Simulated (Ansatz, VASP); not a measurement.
# Mg: VASP beside Ansatz

The input INCAR:

```
PREC = Accurate
ENCUT = 520
EDIFF = 1E-6
ISMEAR = -1
SIGMA = 0.03
LREAL = False
LASPH = True
NELM = 60
ALGO = Normal
ISIF = 2
LWAVE = False
LCHARG = False
GGA = CA
NBANDS = 7
```

KPOINTS

```
regular mesh
0
Gamma
  19 19 19
```

File POSCAR:

```
Mg
1.0
   -1.4912650000      1.4912650000      1.4765000000
    1.4912650000     -1.4912650000      1.4765000000
    1.4912650000      1.4912650000     -1.4765000000
Mg
1
Direct
    0.0000000000      0.0000000000      0.0000000000
```

Input for Ansatz:

```yaml
crystal:
  lattice:
    - [-1.491265, 1.491265, 1.4765]
    - [1.491265, -1.491265, 1.4765]
    - [1.491265, 1.491265, -1.4765]
  atoms:
    - { symbol: Mg, position: [0.0, 0.0, 0.0] }
kpoints:
  mp_grid: { grid: [19, 19, 19] }
  band_path:
    path:
      - [0.0, 0.0, 0.0]
      - [0.0, 0.0, 0.5]
      - [-0.5, 0.5, 0.5]
      - [0.0, 0.0, 0.0]
      - [0.4950740124, 0.4950740124, -0.4950740124]
      - [-0.4950740124, 0.5049259876, 0.4950740124]
      - [-0.5, 0.5, 0.5]
      - [0.0, 0.0, 0.5]
      - [0.25, 0.25, 0.25]
    npoints: 5
scf:
  occupations: { method: fermi_dirac, width: 0.03 }
hamiltonian:
  xc: lda
  pseudopotentials: { kind: all_electron, lapw: { basis_error: 0.0005 } }
output:
  forces: true
  stress: true
  eigenvalues: true
```

Change from the starting cell: equal xx and yy strain of +1 %.

Alike in both runs: task single point; functional LDA; k mesh 19 × 19 × 19; occupations fermi-dirac, width 0.03 eV; no spin polarisation.

|  | VASP | Ansatz |
| --- | --- | --- |
| version | VASP 6.6.1 | Ansatz 0.2.0 |
| potentials or method | VASP PAW LDA potentials, release 64 (Mg), cutoff 520 eV | all-electron LAPW, scalar-relativistic |

```tsv
	VASP	Ansatz	Ansatz less VASP
pressure (GPa)	51.7	51.4	-0.25
traceless stress, the component that is largest in VASP (GPa)	0.17	0.18	+0.007
```

LDA's correlation is that of Perdew and Zunger in VASP and of Perdew and Wang (1992) in Ansatz. Both programs put the cell under a high pressure, so it lies far from rest at this level. Ansatz ran all-electron here, and VASP with PAW potentials.
